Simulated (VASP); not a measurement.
The system is PrHRh3.

```
Pr H Rh
1.0
     4.52055    0.00000    0.00000
     0.00000    4.52055    0.00000
     0.00000    0.00000    4.55900
Pr H Rh
1 1 3
Direct
  0.00000 0.00000 0.00000
  0.50000 0.50000 0.00000
  0.00000 0.50000 0.00000
  0.50000 0.00000 0.00000
  0.00000 0.00000 0.50000
```

The cell was generated, and may not be a known phase.

| Quantity | Value |
| --- | --- |
| Program | VASP 6.6.1 |
| Task | relaxation of cell and atoms |
| Functional | PBE |
| Potentials or basis | VASP PAW PBE potentials, release 64 (Pr_3, H, Rh_pv), 4f in core |
| Cutoff | 500 eV |
| k mesh | 4 × 4 × 4 |
| Occupations | gaussian, width 0.2 eV |
| Spin | no spin polarisation |

At the start: pressure 37.2 GPa; volume 18.63 Å³/atom.

Problem. How do energy, volume and symmetry change on relaxing?

Solution. Over 6 steps the energy falls by 597.8 meV/atom and the volume is 25.59 Å³/atom (+37.3 %); space group P4/mmm (No. 123, to 0.1 Å) before and after.

Step by step:
```csv
step,energy change (eV),largest force (eV/Å),pressure (GPa),volume (Å³)
1,0.0000,0.0000,37.17,93.16
2,-1.9779,0.0000,-6.63,164.42
3,-2.9668,0.0000,0.08,128.14
4,-2.9661,0.0000,0.40,127.37
5,-2.9887,0.0000,0.30,127.87
6,-2.9891,0.0000,0.30,127.95
```

Final structure:
```
CELL_PARAMETERS angstrom
5.00478 0.00000 0.00000
0.00000 5.00478 0.00000
0.00000 0.00000 5.10823
ATOMIC_POSITIONS crystal
Pr 0.00000 0.00000 0.00000
H 0.50000 0.50000 0.00000
Rh 0.00000 0.50000 0.00000
Rh 0.50000 0.00000 0.00000
Rh 0.00000 0.00000 0.50000
```

Caveat: the volume moved by over 15 % at a fixed basis, so the end points are rough.
